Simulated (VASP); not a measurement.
# Mg (P6_422) in VASP: further runs

Mg is run at these levels: PBE; tasks: single point, relaxation of cell and atoms.

All numbers are computed with VASP 6.6.1; they aren't measurements. Logs are shortened: lines on timing, memory, paths and dates and some standing lists are left out, and cuts for length are marked.

### Step 1. The cell of the first run

It takes space group P6_422 (No. 181, hexagonal). Conventional cell: a = 5.686 Å, b = 5.686 Å, c = 3.059 Å, α = 90.00°, β = 90.00°, γ = 120.00°. Mg (site symmetry 222) has 10 Mg at 3.02 to 3.50 Å within 4.0 Å.

### Step 2. Single point, PBE

INCAR reads:

```
SYSTEM = Mg
PREC     = Accurate       ! precision mode
ENCUT    = 520            ! plane-wave cutoff, eV
EDIFF    = 1E-6           ! SCF threshold, eV
ISMEAR   = 0              ! smearing method
SIGMA    = 0.1            ! smearing width, eV
LREAL    = .FALSE.        ! projectors in reciprocal space
LASPH    = .TRUE.         ! aspherical terms in the spheres
NELM     = 100            ! most SCF steps
ALGO     = Normal         ! electronic algorithm
ISIF     = 2              ! what is computed and relaxed
LWAVE    = .FALSE.        ! write WAVECAR
LCHARG   = .FALSE.        ! write CHGCAR
GGA      = PE             ! functional
NBANDS   = 10             ! bands
```

KPOINTS reads:

```
Automatic mesh
0
G
  12 12 16
  0 0 0
```

POSCAR reads:

```
Mg
1.0
    5.6858747616     -0.0000000036      0.0000000000
   -2.8429373776      4.9241119881      0.0000000000
    0.0000000000      0.0000000000      3.0585095706
Mg
3
Direct
    0.0000000000      0.5000000000      0.3333333333
    0.5000000000      0.5000000000      0.6666666667
    0.5000000000      0.0000000000      0.0000000000
```

Potentials or basis: VASP PAW PBE potentials, release 64 (Mg).

The run is started by

```bash
$ cat potpaw_PBE.64/Mg/POTCAR > POTCAR
$ mpirun -np 1 vasp_std > vasp.out
```

OUTCAR:

```text
SYSTEM = Mg
   PREC = Accurate
   ENCUT = 520
   EDIFF = 1E-6
   ISMEAR = 0
   LREAL = .FALSE.
   LASPH = .TRUE.
   NELM = 100
   ISIF = 2
   GGA = PE

 ion  position               nearest neighbor table
   1  0.000  0.500  0.333-   3 3.02   3 3.02   2 3.02   2 3.02   2 3.50   2 3.50   3 3.50   3 3.50

   2  0.500  0.500  0.667-   3 3.02   3 3.02   1 3.02   1 3.02   1 3.50   1 3.50   3 3.50   3 3.50

   3  0.500  0.000  0.000-   2 3.02   2 3.02   1 3.02   1 3.02   2 3.50   2 3.50   1 3.50   1 3.50

  LATTYP: Found a hexagonal cell.
 ALAT       =     5.6858747616
 C/A-ratio  =     0.5379136367

  Lattice vectors:

 A1 = (   5.6858747616,  -0.0000000036,   0.0000000000)
 A2 = (  -2.8429373776,   4.9241119881,   0.0000000000)
 A3 = (   0.0000000000,   0.0000000000,   3.0585095706)

Analysis of symmetry for initial positions (statically):
=====================================================================
 Subroutine PRICEL returns:
 Original cell was already a primitive cell.

 Routine SETGRP: Setting up the symmetry group for a
 hexagonal supercell.

 Subroutine GETGRP returns: Found 12 space group operations
 (whereof  4 operations were pure point group operations)
 out of a pool of 24 trial point group operations.

The static configuration has the point symmetry D_2 .
 The point group associated with its full space group is D_6 .

Analysis of symmetry for dynamics (positions and initial velocities):
=====================================================================
 Subroutine PRICEL returns:
 Original cell was already a primitive cell.

 Routine SETGRP: Setting up the symmetry group for a
 hexagonal supercell.

 Subroutine GETGRP returns: Found 12 space group operations
 (whereof  4 operations were pure point group operations)
 out of a pool of 24 trial point group operations.

The dynamic configuration has the point symmetry D_2 .
 The point group associated with its full space group is D_6 .

 Subroutine INISYM returns: Found 12 space group operations
 (whereof  4 operations are pure point group operations),
 and found     1 'primitive' translations

----------------------------------------------------------------------------------------

                                     Primitive cell

  volume of cell :      85.6318

  direct lattice vectors                    reciprocal lattice vectors
     5.685874762 -0.000000004  0.000000000     0.175874433  0.101541151  0.000000000
    -2.842937378  4.924111988  0.000000000     0.000000000  0.203082303  0.000000000
[... 91 lines left out ...]
   IBRION =     -1    ionic relax: 0-MD 1-quasi-New 2-CG
   NFREE  =      0    steps in history (QN), initial steepest desc. (CG)
   ISIF   =      2    stress and relaxation
   ISYM   =      2    0-nonsym 1-usesym 2-fastsym
   POTIM  = 0.5000    time-step for ionic-motion
   TEBEG  =    0.0;   TEEND  =   0.0 temperature during run
   PSTRESS=    0.0 pullay stress
   NELECT =       6.0000    total number of electrons
   NUPDOWN=      -1.0000    fix difference up-down
   EMIN   =  10.00;   EMAX   =-10.00  energy-range for DOS
   EFERMI =   0.00;   METHOD = LEGACY
   ISMEAR =     0;   SIGMA  =   0.10  broadening in eV -4-tet -1-fermi 0-gaus
   EFERMI_NEDOS =   21; number of points for ismear=-14 and -15
   IALGO  =     38    algorithm
   IMIX   =      4    mixing-type and parameters
     AMIX     =   0.40;   BMIX     =  1.00
     AMIX_MAG =   1.60;   BMIX_MAG =  1.00
  volume/ion in A,a.u.               =      28.54       192.62
  Fermi-wavevector in a.u.,A,eV,Ry     =   0.674912  1.275398  6.197531  0.455506
  Thomas-Fermi vector in A             =   1.751771
   LORBIT       =      0    0 simple, 1 ext, 2 COOP (PROOUT), +10 PAW based schemes
   GGA     = PE    functional components
   LHFCALC =     F    Hartree Fock is set to
   AEXX    =    0.0000 exact exchange contribution
   IVDW    =     0    specifies the selected vdW correction
   LEPSILON=     F    determine dielectric tensor
   LRPA    =     F    only Hartree local field effects (RPA)
 non-spin polarized calculation
 Gauss-broadening in eV      SIGMA  =   0.10
  energy-cutoff  :      520.00
  volume of cell :       85.63
 maximum number of plane-waves:      2352
   NGX = 21   NGY = 21   NGZ = 11

 number of electron       6.0000000 magnetization

 Free energy of the ion-electron system (eV)
  ---------------------------------------------------
  ext. energy  EPLUGINS =         0.00000000
  ---------------------------------------------------
  free energy    TOTEN  =        -3.66241129 eV

  energy without entropy =       -3.65552544  energy(sigma->0) =       -3.65896837

 E-fermi :   1.4313     XC(G=0):  -7.6820

 val. band max:        1.4281065234   @ k =   0.0000   0.0000   0.1250
 cond. band min:       1.4354235364   @ k =   0.2500   0.1667   0.3750
 fundamental gap:      0.0073170130
 Fermi energy:         1.4312895981

 k-point     1 :       0.0000    0.0000    0.0000
  band No.  band energies     occupation
      1      -4.7797      2.00000
      2      -0.0274      2.00000
      3       1.1919      1.99929
      4       1.1919      1.99929
      5       1.8441      0.00000
      6       1.8441      0.00000
      7       3.8438      0.00000
      8      10.0915      0.00000
      9      10.0915      0.00000
     10      12.7774      0.00000
[... 287 lines left out ...]
 k-point    24 :       0.3333    0.0000    0.0625
  band No.  band energies     occupation
      1      -4.1128      2.00000
      2      -2.0637      2.00000
      3       0.2339      2.00000
      4       0.6434      2.00000
      5       4.1359      0.00000
      6       4.1517      0.00000
      7       6.8298      0.00000
      8       7.8035      0.00000
      9       8.2051      0.00000
     10       9.6854      0.00000

 [... further k-points ...]
[... 5 lines left out ...]
  --------------------------------------------------------------------------------------
  -------------------------------------------------------------------------------------
  Total       -0.0416343     -0.0416343     -0.0379196     -0.0000000      0.0000000      0.0000000
  in kB       -0.7789801     -0.7789801     -0.7094793     -0.0000000      0.0000000      0.0000000
  external PRESSURE =      -0.7558132 kB  Pullay stress =       0.0000000 kB

 VOLUME and BASIS-vectors are now :
 -----------------------------------------------------------------------------
  energy-cutoff  :      520.00
  volume of cell :       85.63
      direct lattice vectors                 reciprocal lattice vectors
     5.685874762 -0.000000004  0.000000000     0.175874433  0.101541151  0.000000000
    -2.842937378  4.924111988  0.000000000     0.000000000  0.203082303  0.000000000
     0.000000000  0.000000000  3.058509571     0.000000000  0.000000000  0.326956636

 POSITION                                       TOTAL-FORCE (eV/Angst)
 -----------------------------------------------------------------------------------
     -1.42147      2.46206      1.01950         0.000000     -0.000000      0.000000
      1.42147      2.46206      2.03901        -0.000000      0.000000     -0.000000
      2.84294     -0.00000      0.00000        -0.000000     -0.000000      0.000000
 -----------------------------------------------------------------------------------
    total drift:                                0.000000     -0.000000      0.000000

  FREE ENERGIE OF THE ION-ELECTRON SYSTEM (eV)
  ---------------------------------------------------
  free  energy   TOTEN  =        -3.6624112911 eV

  energy  without entropy=       -3.6555254414  energy(sigma->0) =       -3.65896837
```

stdout:

```text
POSCAR found type information on POSCAR Mg
 POSCAR found :  1 types and       3 ions
 scaLAPACK will be used
 LDA part: xc-table for (Slater+PW92), standard interpolation
 POSCAR, INCAR and KPOINTS ok, starting setup
 FFT: planning ... GRIDC
 FFT: planning ... GRID_SOFT
 FFT: planning ... GRID
 WAVECAR not read
 entering main loop
```

Wall time 58 s (1 thread of Intel Xeon 6975P-C (Granite Rapids), shared host); peak memory 0.28 GiB.

Results:

```yaml
Free_energy: -3.6624 eV
Pressure: -0.1 GPa
Band_gap_on_the_k_mesh: zero (band 3 reaches 3.62 eV, above the bottom of band 4 at 0.43 eV)
```

### Step 3. Relaxation of cell and atoms, PBE

This run uses another cell than the first one, of 28.48 Å³/atom, 0.998 times its volume.

INCAR reads:

```
SYSTEM = Mg
ALGO = Normal
EDIFF = 1E-7
EDIFFG = -0.01
ENCUT = 600
GGA = PE
IBRION = 2
ISIF = 3
ISMEAR = 0
LASPH = .True.
LCHARG = .False.
LREAL = .False.
LWAVE = .False.
NELM = 100
NSW = 100
PREC = Accurate
SIGMA = 0.1
```

KPOINTS reads:

```
k-points
0
Gamma
  12 12 16
  0 0 0
```

POSCAR reads:

```
Mg
1.0
    5.6574447761     -0.0000000036      0.0000000000
   -2.8287223849      4.8994908984      0.0000000000
    0.0000000000      0.0000000000      3.0820676219
Mg
3
Direct
    0.0000000000      0.5000000000      0.3333333333
    0.5000000000      0.5000000000      0.6666666667
    0.5000000000      0.0000000000      0.0000000000
```

Potentials or basis: VASP PAW PBE potentials, release 64 (Mg).

The run is started by

```bash
$ cat potpaw_PBE.64/Mg/POTCAR > POTCAR
$ mpirun -np 1 vasp_std > vasp.out
```

It took 2.2 min on 1 thread of Intel Xeon 6975P-C (Granite Rapids), shared host; peak memory 0.34 GiB.

Results (log left out):

- Free energy: -3.6626 eV
- Relaxed volume: 28.42 Å³/atom
- Relaxed cell: a = 5.676 Å, b = 5.676 Å, c = 3.056 Å, α = 90.00°, β = 90.00°, γ = 120.00°
- Space group after relaxing (to 0.05 Å): P6_422 (No. 181)
- Energy gained by relaxing: 0.5 meV/atom
- Ionic steps: 5
- Pressure after relaxing: 0.0 GPa
- Band gap on the k mesh: zero (band 3 reaches 3.64 eV, above the bottom of band 4 at 0.44 eV)

The path:
```tsv
step	energy change (eV)	largest force (eV/Å)	pressure (GPa)	volume (Å³)
1	0.0000	0.0000	-0.07	85.43
2	-0.0009	0.0000	-0.01	85.27
3	-0.0013	0.0000	0.07	85.09
4	-0.0013	0.0000	0.07	85.08
5	-0.0014	0.0000	0.02	85.26
```

Final structure:
```xyz
3
Lattice="5.6761 0.0000 0.0000 -2.8380 4.9156 0.0000 0.0000 0.0000 3.0559" Properties=species:S:1:pos:R:3 pbc="T T T"
Mg   -1.4190    2.4578    1.0186
Mg    1.4190    2.4578    2.0373
Mg    2.8380    0.0000    0.0000
```

Levels at points of the mesh, in eV from the Fermi level:
```
           k point  band 1  band 2  band 3  band 4  band 5  band 6  band 7
(0.00, 0.00, 0.00)   -6.23   -1.46   -0.23   -0.23    0.41    0.41    2.41
(0.50, 0.00, 0.00)   -5.15   -4.31   -1.42   -1.01    3.92    3.98    5.01
(0.00, 0.00, 0.50)   -2.28   -2.28    2.19    2.19    2.53    3.75    3.75
(0.50, 0.00, 0.50)   -1.39   -1.11   -0.71   -0.13    2.11    2.60    2.90
```
